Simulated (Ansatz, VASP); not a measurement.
## Cu in VASP and in Ansatz

```
CELL_PARAMETERS angstrom
0.00000 1.81166 1.81166
1.81166 0.00000 1.81166
1.81166 1.81166 0.00000
ATOMIC_POSITIONS crystal
Cu 0.00000 0.00000 0.00000
```

Alike in both runs: task single point; functional r2SCAN; k mesh 25 × 25 × 25; occupations fermi-dirac, width 0.1 eV; no spin polarisation.

|  | VASP | Ansatz |
| --- | --- | --- |
| version | VASP 6.6.1 | Ansatz 0.2.0 |
| potentials or method | VASP PAW PBE potentials, release 64 (Cu), cutoff 520 eV | plane waves (500 eV) with PAW, scalar-relativistic |
| valence electrons in the cell | 11 | 19 |

|  | VASP | Ansatz | Ansatz less VASP |
| --- | --- | --- | --- |
| pressure (GPa) | -5.1 | -5.7 | -0.59 |

VASP's potentials were made for PBE, not for r2SCAN. With one functional, cell and mesh, what is left measures potentials, basis and numerics. VASP's potentials hold 11 valence electrons a cell and Ansatz's 19, so a difference there can come from the potentials and not from the codes.
